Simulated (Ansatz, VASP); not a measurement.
# SiNi: VASP beside Ansatz

```
Ni Si
1.0
     0.00000    2.30249    2.30249
     2.30249    0.00000    2.30249
     2.30249    2.30249    0.00000
Ni Si
1 1
Direct
  0.00000 0.00000 0.00000
  0.50000 0.50000 0.50000
```

Alike in both runs: task relaxation of cell and atoms; functional PBEsol; k mesh 14 × 14 × 14; occupations fermi-dirac, width 0.08 eV; no spin polarisation.

|  | VASP | Ansatz |
| --- | --- | --- |
| version | VASP 6.6.1 | Ansatz 0.2.0 |
| potentials or method | VASP PAW PBE potentials, release 64 (Ni, Si) | PAW with Ansatz's default frozen-core files, scalar-relativistic |
| plane-wave cutoff (eV) | 600 | 420 |
| valence electrons in the cell | 14 | 22 |

|  | VASP | Ansatz | Ansatz less VASP |
| --- | --- | --- | --- |
| relaxed volume (Å³/atom) | 12.85 | 12.84 | -0.006 |
| relaxed cell length with the largest relative difference (Å) | 3.312 | 3.312 | -0.0005 |

VASP's potentials were made for PBE, not for PBEsol. VASP's potentials hold 14 valence electrons a cell and Ansatz's 22, so a difference there can come from the potentials and not from the codes.
